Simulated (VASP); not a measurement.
# Tl (Fm-3m) in VASP: a series of runs

Tl is run at these levels: pbe exchange, pbesol correlation; tasks: single point, relaxation of cell and atoms.

Everything below comes from runs of VASP 6.6.1. Logs are shortened: lines on timing, memory, paths and dates and some standing lists are left out, and cuts for length are marked.

## 1. The cell of the first run

It takes space group Fm-3m (No. 225, cubic). Conventional cell: a = 5.035 Å, b = 5.035 Å, c = 5.035 Å, α = 90.00°, β = 90.00°, γ = 90.00°. Within 4.7 Å of Tl (site symmetry m-3m) lie 12 Tl at 3.56 Å.

This isn't the form of Tl at room conditions, which is hcp.

## 2. Single point, pbe exchange, pbesol correlation, collinear spin (31.91 Å³/atom)

Contents of INCAR:

```
ALGO = Normal ; EDIFF = 1E-6
ENCUT = 500 ; GGA = LIBXC
GGA_COMPAT = False ; ISIF = 2
ISMEAR = 0 ; ISPIN = 2
LASPH = True ; LCHARG = False
LIBXC1 = GGA_X_PBE ; LIBXC2 = GGA_C_PBE_SOL
LORBIT = 11 ; LREAL = False
LWAVE = False ; MAGMOM = 0.5
NBANDS = 16 ; NELM = 200
PREC = Accurate ; SIGMA = 0.05
```

Contents of KPOINTS:

```
k-points
0
Gamma
  9 9 9
```

Contents of POSCAR:

```
Tl
1.0
    0.0000000000      2.5174806379      2.5174806379
    2.5174806379      0.0000000000      2.5174806379
    2.5174806379      2.5174806379      0.0000000000
Tl
1
Direct
    0.0000000000      0.0000000000      0.0000000000
```

Potentials or basis: VASP PAW PBE potentials, release 64 (Tl_d).

Command:

```
cat potpaw_PBE.64/Tl_d/POTCAR > POTCAR
mpirun -np 1 vasp_std > vasp.out
```

OUTCAR:

```text
EDIFF = 1E-6
   ENCUT = 500
   GGA = LIBXC
   ISIF = 2
   ISMEAR = 0
   ISPIN = 2
   LASPH = True
   LORBIT = 11
   LREAL = False
   NELM = 200
   PREC = Accurate

 ion  position               nearest neighbor table
   1  0.000  0.000  0.000-

  LATTYP: Found a face centered cubic cell.
 ALAT       =     5.0349612758

  Lattice vectors:

 A1 = (   0.0000000000,   2.5174806379,   2.5174806379)
 A2 = (   2.5174806379,   0.0000000000,   2.5174806379)
 A3 = (   2.5174806379,   2.5174806379,   0.0000000000)

Analysis of symmetry for initial positions (statically):
=====================================================================
 Subroutine PRICEL returns:
 Original cell was already a primitive cell.

 Routine SETGRP: Setting up the symmetry group for a
 face centered cubic supercell.

 Subroutine GETGRP returns: Found 48 space group operations
 (whereof 48 operations were pure point group operations)
 out of a pool of 48 trial point group operations.

The static configuration has the point symmetry O_h .

Analysis of symmetry for dynamics (positions and initial velocities):
=====================================================================
 Subroutine PRICEL returns:
 Original cell was already a primitive cell.

 Routine SETGRP: Setting up the symmetry group for a
 face centered cubic supercell.

 Subroutine GETGRP returns: Found 48 space group operations
 (whereof 48 operations were pure point group operations)
 out of a pool of 48 trial point group operations.

The dynamic configuration has the point symmetry O_h .

Analysis of structural, dynamic, and magnetic symmetry:
=====================================================================
 Subroutine PRICEL returns:
 Original cell was already a primitive cell.

 Routine SETGRP: Setting up the symmetry group for a
 face centered cubic supercell.

 Subroutine GETGRP returns: Found 48 space group operations
 (whereof 48 operations were pure point group operations)
 out of a pool of 48 trial point group operations.

The overall configuration has the point symmetry O_h .

 Subroutine INISYM returns: Found 48 space group operations
 (whereof 48 operations are pure point group operations),
 and found     1 'primitive' translations

----------------------------------------------------------------------------------------

                                     Primitive cell

  volume of cell :      31.9101

  direct lattice vectors                    reciprocal lattice vectors
     0.000000000  2.517480638  2.517480638    -0.198611259  0.198611259  0.198611259
     2.517480638  0.000000000  2.517480638     0.198611259 -0.198611259  0.198611259
     2.517480638  2.517480638  0.000000000     0.198611259  0.198611259 -0.198611259

  length of vectors
     3.560255261  3.560255261  3.560255261     0.344004792  0.344004792  0.344004792

  position of ions in fractional coordinates (direct lattice)
     0.000000000  0.000000000  0.000000000

  ion indices of the primitive-cell ions
   primitive index   ion index
                 1           1

----------------------------------------------------------------------------------------

 KPOINTS: k-points

Automatic generation of k-mesh.
 Grid dimensions read from file:
 generate k-points for:    9    9    9

 Generating k-lattice:

  Cartesian coordinates                     Fractional coordinates (reciprocal lattice)
    -0.022067918  0.022067918  0.022067918     0.111111111  0.000000000  0.000000000
     0.022067918 -0.022067918  0.022067918     0.000000000  0.111111111  0.000000000
     0.022067918  0.022067918 -0.022067918     0.000000000  0.000000000  0.111111111

  Length of vectors
     0.038222755  0.038222755  0.038222755

  Shift w.r.t. Gamma in fractional coordinates (k-lattice)
     0.000000000  0.000000000  0.000000000

 Subroutine IBZKPT returns following result:
 ===========================================

 Found     35 irreducible k-points:

 Following reciprocal coordinates:
            Coordinates               Weight
  0.000000  0.000000  0.000000      1.000000
  0.111111  0.000000  0.000000      8.000000
  0.222222  0.000000  0.000000      8.000000
  0.333333  0.000000  0.000000      8.000000
  0.444444  0.000000  0.000000      8.000000
  0.111111  0.111111  0.000000      6.000000
[... 16 lines left out ...]
 -0.333333  0.333333  0.000000     12.000000
  0.444444  0.444444  0.000000      6.000000
 [... further k-points ...]
   k-points           NKPTS =     35   k-points in BZ     NKDIM =     35   number of bands    NBANDS=     16
   number of dos      NEDOS =    301   number of ions     NIONS =      1
   total plane-waves  NPLWV =  21952
   dimension x,y,z NGX =    28 NGY =   28 NGZ =   28
   dimension x,y,z NGXF=    56 NGYF=   56 NGZF=   56
   ions per type =               1
   NGX,Y,Z   is equivalent  to a cutoff of  13.07, 13.07, 13.07 a.u.
   NGXF,Y,Z  is equivalent  to a cutoff of  26.15, 26.15, 26.15 a.u.
 SYSTEM =  unknown system
   PREC   = accura    normal or accurate (medium, high low for compatibility)
   ISTART =      0    job   : 0-new  1-cont  2-samecut
   ICHARG =      2    charge: 1-file 2-atom 10-const
   ISPIN  =      2    spin polarized calculation?
   LNONCOLLINEAR =      F non collinear calculations
   LSORBIT =      F    spin-orbit coupling
   LASPH  =      T    aspherical Exc in radial PAW
   ENCUT  =  500.0 eV  36.75 Ry    6.06 a.u.   6.49  6.49  6.49*2*pi/ulx,y,z
   NELM   =    200;   NELMIN=  2; NELMDL= -5     # of ELM steps
   EDIFF  = 0.1E-05   stopping-criterion for ELM
   LREAL  =      F    real-space projection
   EDIFFG = 0.1E-04   stopping-criterion for IOM
   NSW    =      0    number of steps for IOM
   IBRION =     -1    ionic relax: 0-MD 1-quasi-New 2-CG
   NFREE  =      0    steps in history (QN), initial steepest desc. (CG)
   ISIF   =      2    stress and relaxation
   ISYM   =      2    0-nonsym 1-usesym 2-fastsym
   POTIM  = 0.5000    time-step for ionic-motion
   TEBEG  =    0.0;   TEEND  =   0.0 temperature during run
   PSTRESS=    0.0 pullay stress
   NELECT =      13.0000    total number of electrons
   NUPDOWN=      -1.0000    fix difference up-down
   EMIN   =  10.00;   EMAX   =-10.00  energy-range for DOS
   EFERMI =   0.00;   METHOD = LEGACY
   ISMEAR =     0;   SIGMA  =   0.05  broadening in eV -4-tet -1-fermi 0-gaus
   EFERMI_NEDOS =   21; number of points for ismear=-14 and -15
   IALGO  =     38    algorithm
   IMIX   =      4    mixing-type and parameters
     AMIX     =   0.40;   BMIX     =  1.00
     AMIX_MAG =   1.60;   BMIX_MAG =  1.00
  volume/ion in A,a.u.               =      31.91       215.34
  Fermi-wavevector in a.u.,A,eV,Ry     =   1.213612  2.293394 20.039392  1.472854
  Thomas-Fermi vector in A             =   2.349058
   LORBIT       =     11    0 simple, 1 ext, 2 COOP (PROOUT), +10 PAW based schemes
   GGA     = LIBXC    functional components
   LHFCALC =     F    Hartree Fock is set to
   AEXX    =    0.0000 exact exchange contribution
   IVDW    =     0    specifies the selected vdW correction
   LEPSILON=     F    determine dielectric tensor
   LRPA    =     F    only Hartree local field effects (RPA)
 spin polarized calculation
 Gauss-broadening in eV      SIGMA  =   0.05
  energy-cutoff  :      500.00
  volume of cell :       31.91
 maximum number of plane-waves:       869
 NGX is ok and might be reduce to    28
   NGX = 13   NGY = 13   NGZ = 13

 number of electron      13.0000003 magnetization       0.0002280

 number of electron      13.0000003 magnetization      -0.0000040

 Free energy of the ion-electron system (eV)
  ---------------------------------------------------
  ext. energy  EPLUGINS =         0.00000000
  ---------------------------------------------------
  free energy    TOTEN  =        -2.18972433 eV

  energy without entropy =       -2.18927249  energy(sigma->0) =       -2.18949841

 E-fermi :   5.4558     XC(G=0):  -9.6554

 val. band max:        5.3052136382   @ k =  -0.4444   0.3333   0.1111
 cond. band min:       5.5028366319   @ k =  -0.3333   0.4444   0.2222
 fundamental gap:      0.1976229936
 Fermi energy:         5.4557697016

 spin component 1

 k-point     1 :       0.0000    0.0000    0.0000
  band No.  band energies     occupation
      1      -6.0753      1.00000
      2      -6.0753      1.00000
      3      -6.0753      1.00000
      4      -5.8681      1.00000
      5      -5.8681      1.00000
      6      -3.9163      1.00000
[... 8 lines left out ...]
     15      21.3003      0.00000
     16      21.3003      0.00000
[... 419 lines left out ...]
 k-point    24 :       0.4444    0.4444    0.0000
  band No.  band energies     occupation
      1      -6.3267      1.00000
      2      -6.2300      1.00000
      3      -5.6984      1.00000
      4      -5.6451      1.00000
      5      -5.6451      1.00000
      6       0.9320      1.00000
[... 8 lines left out ...]
     15      26.9058      0.00000
     16      29.1782      0.00000

 [... further k-points ...]

 spin component 2

 k-point     1 :       0.0000    0.0000    0.0000
  band No.  band energies     occupation
      1      -6.0753      1.00000
      2      -6.0753      1.00000
      3      -6.0753      1.00000
      4      -5.8681      1.00000
      5      -5.8681      1.00000
      6      -3.9163      1.00000
[... 8 lines left out ...]
     15      21.3003      0.00000
     16      21.3003      0.00000
[... 419 lines left out ...]
 k-point    24 :       0.4444    0.4444    0.0000
  band No.  band energies     occupation
      1      -6.3267      1.00000
      2      -6.2300      1.00000
      3      -5.6984      1.00000
      4      -5.6451      1.00000
      5      -5.6451      1.00000
      6       0.9320      1.00000
[... 8 lines left out ...]
     15      26.9058      0.00000
     16      29.1782      0.00000

 [... further k-points ...]

------------------------ aborting loop because EDIFF is reached ----------------------------------------

  FORCE on cell =-STRESS in cart. coord.  units (eV):
  Direction    XX          YY          ZZ          XY          YZ          ZX
  --------------------------------------------------------------------------------------
  -------------------------------------------------------------------------------------
  Total       -0.0120014     -0.0120014     -0.0120014     -0.0000000     -0.0000000      0.0000000
  in kB       -0.6025771     -0.6025771     -0.6025771     -0.0000000     -0.0000000      0.0000000
  external PRESSURE =      -0.6025771 kB  Pullay stress =       0.0000000 kB

 VOLUME and BASIS-vectors are now :
 -----------------------------------------------------------------------------
  energy-cutoff  :      500.00
  volume of cell :       31.91
      direct lattice vectors                 reciprocal lattice vectors
     0.000000000  2.517480638  2.517480638    -0.198611259  0.198611259  0.198611259
     2.517480638  0.000000000  2.517480638     0.198611259 -0.198611259  0.198611259
     2.517480638  2.517480638  0.000000000     0.198611259  0.198611259 -0.198611259

 POSITION                                       TOTAL-FORCE (eV/Angst)
 -----------------------------------------------------------------------------------
      0.00000      0.00000      0.00000         0.000000     -0.000000      0.000000
 -----------------------------------------------------------------------------------
    total drift:                               -0.000000     -0.000000     -0.000000

  FREE ENERGIE OF THE ION-ELECTRON SYSTEM (eV)
  ---------------------------------------------------
  free  energy   TOTEN  =        -2.1897243304 eV

  energy  without entropy=       -2.1892724936  energy(sigma->0) =       -2.18949841

 total charge

# of ion       s       p       d       tot
------------------------------------------
    1        1.191   0.355   9.637  11.182

 magnetization (x)

# of ion       s       p       d       tot
------------------------------------------
    1       -0.000  -0.000  -0.000  -0.000
```

It took 18 s on 1 thread of Intel Xeon 6975P-C (Granite Rapids), shared host; peak memory 0.18 GiB.

What came out:

```
Free energy                                           : -2.1897 eV
Pressure                                              : -0.1 GPa
Net moment                                            : 0.00 μB per cell
Valence electrons inside the program's atomic spheres : Tl 11.18
```

Caveat: the PAW data sets were made with another functional, which shifts forces and pressure a little; spin-orbit coupling is left out, which moves the levels of the heavy elements.

[end of part 1 of 2]
